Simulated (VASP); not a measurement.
Runs of VASP 6.6.1 on Tl. The structure is that of space group P6_3/mmc (No. 194), or close to it. The cells are those of the table. 

| k mesh | smearing | gap on the mesh (eV) | pressure (GPa) |
| --- | --- | --- | --- |
| 11 × 11 × 6 | fermi-dirac 0.1 eV | none | -0.1 |
| 10 × 10 × 6 | fermi-dirac 0.01 eV | none | -0.1 |
| 10 × 10 × 6 | gaussian 0.3 eV | none | -0.1 |
| 10 × 10 × 6 | fermi-dirac 1 eV | none | (a) |
| 8 × 8 × 5 | fermi-dirac 0.1 eV | none | 0.1 |
| 10 × 10 × 6 | methfessel-paxton 0.1 eV | none | -0.1 |
| 10 × 10 × 6 | gaussian 0.2 eV | none | -0.1 |
| 6 × 6 × 4 | fermi-dirac 0.1 eV | none | -0.1 |

Alike in all rows: task single point; level PBE; potentials or basis VASP PAW PBE potentials, release 64 (Tl_d); no spin polarisation; cell a = 3.590, b = 3.590, c = 5.642 Å, angles 90.0, 90.0, 120.0°, 2 atoms; cutoff (eV) 520.

Task: Estimate the missing entries.

Result: (a) 3.2.

Caveats: spin-orbit coupling is left out, which moves the levels of the heavy elements; so wide a smearing shifts energies and pressures (at least some runs); the cell stands under pressure (at least some runs).

A k mesh can miss the band edges, and the runs leave out spin-orbit coupling on Tl.

A gap of «none» marks levels without a gap at the run's occupations.
